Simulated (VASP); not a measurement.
## Sc2Ta: single point with PBE

The system is Sc2Ta.

```
Sc Ta
1.0
     3.12602    0.00000    0.00000
    -1.56301    2.70721    0.00000
     0.00000    0.00000   15.49556
Sc Ta
4 2
Cartesian
  0.0000 1.8048 6.4166
  1.5630 0.9024 9.0789
  0.0000 1.8048 11.8591
  1.5630 0.9024 3.6365
  0.0000 1.8048 1.2063
  1.5630 0.9024 14.2893
```

- Program: VASP 6.6.1
- Task: single point
- Functional: PBE
- Potentials or basis: VASP PAW PBE potentials, release 64 (Sc_sv, Ta_pv)
- Cutoff: 520 eV
- k mesh: 6 × 6 × 2
- Occupations: gaussian, width 0.2 eV
- Spin: no spin polarisation

| Property | Result |
| --- | --- |
| Pressure | -0.2 GPa |
| Largest force | 0.072 eV/Å |
| Band gap on the k mesh | zero (band 33 reaches 4.93 eV, above the bottom of band 34 at 4.15 eV) |

Forces in eV/Å, atoms in the order of the input:
```
Sc   0.000  0.000  0.013
Sc   0.000  0.000 -0.013
Sc   0.000  0.000  0.007
Sc   0.000  0.000 -0.007
Ta   0.000  0.000 -0.072
Ta   0.000  0.000  0.072
```

Stress tensor (GPa, compression positive):
```
-0.12  0.00  0.00
 0.00 -0.12  0.00
 0.00  0.00 -0.34
```

Levels at points of the mesh, in eV from the Fermi level:
| k point | band 29 | band 30 | band 31 | band 32 | band 33 | band 34 | band 35 | band 36 | band 37 | band 38 |
| --- | --- | --- | --- | --- | --- | --- | --- | --- | --- | --- |
| (0.00, 0.00, 0.00) | -0.19 | -0.04 | 0.24 | 0.24 | 0.38 | 0.50 | 0.50 | 0.89 | 0.96 | 1.39 |
| (0.50, 0.00, 0.00) | -1.32 | -1.05 | -0.94 | -0.38 | -0.23 | -0.08 | 0.44 | 0.93 | 1.02 | 1.31 |
| (0.00, 0.00, 0.50) | -0.22 | -0.02 | 0.24 | 0.24 | 0.45 | 0.50 | 0.50 | 0.64 | 1.24 | 1.26 |
| (0.50, 0.00, 0.50) | -1.13 | -1.13 | -1.03 | -0.59 | -0.13 | -0.10 | 0.44 | 1.09 | 1.18 | 1.22 |

Run time: 72 s on 1 thread of Intel(R) Xeon(R) 6975P-C (Granite Rapids), on a shared host, peak memory 0.27 GiB.

Caveat: the k points lie up to 0.39 Å⁻¹ apart; spin-orbit coupling is left out, which moves the levels of the heavy elements.
